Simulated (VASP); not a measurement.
Set up this calculation in VASP 6.6.1, as the native input.

| Quantity | Value |
| --- | --- |
| Task | single point |
| Functional | PBE |
| Dispersion | D3(BJ) |
| Potentials or basis | VASP PAW PBE potentials, release 64 (Sn_d) |
| Cutoff | 520 eV |
| k mesh | 7 × 7 × 7 |
| Occupations | fermi-dirac, width 0.05 eV |
| Spin | no spin polarisation |
| Dipole correction | no |
| Further INCAR settings | ALGO = Normal; EDIFF = 1e-06; NBANDS = 21 |

The structure of Sn lies in POSCAR:

```
Sn
1.0
    0.0000000000      3.2869991584      3.2869991584
    3.2869991584      0.0000000000      3.2869991584
    3.2869991584      3.2869991584      0.0000000000
Sn
2
Direct
    0.7500000000      0.7500000000      0.7500000000
    0.5000000000      0.5000000000      0.5000000000
```

This isn't the form of Sn at room conditions, which is tetragonal (white tin).

The input as run:

INCAR

```
ALGO     = Normal         # electronic algorithm
EDIFF    = 1E-6           # SCF threshold, eV
ENCUT    = 520            # plane-wave cutoff, eV
GGA      = PE             # functional
ISIF     = 2              # what is computed and relaxed
ISMEAR   = -1             # smearing method
IVDW     = 12             # dispersion correction
LASPH    = T              # aspherical terms in the spheres
LCHARG   = F              # write CHGCAR
LREAL    = F              # projectors in reciprocal space
LWAVE    = F              # write WAVECAR
NBANDS   = 21             # bands
NELM     = 100            # most SCF steps
PREC     = Accurate       # precision mode
SIGMA    = 0.05           # smearing width, eV
```

KPOINTS

```
k-points
0
Gamma
  7 7 7
```

Potentials or basis: VASP PAW PBE potentials, release 64 (Sn_d).

Run with:

```sh
$ cat potpaw_PBE.64/Sn_d/POTCAR > POTCAR
$ mpirun -np 1 vasp_std > vasp.out
```

Results of the run:

```yaml
Pressure: 0.0 GPa
Band_gap_on_the_k_mesh: zero (bands 14 and 15 overlap by 0.13 eV)
Dispersion_energy_per_atom: -0.294 eV
```

Caveat: spin-orbit coupling is left out, which moves the levels of the heavy elements.

Run time: 35 s on 1 thread of Intel Xeon 8259CL (shared host), peak memory 0.21 GiB.
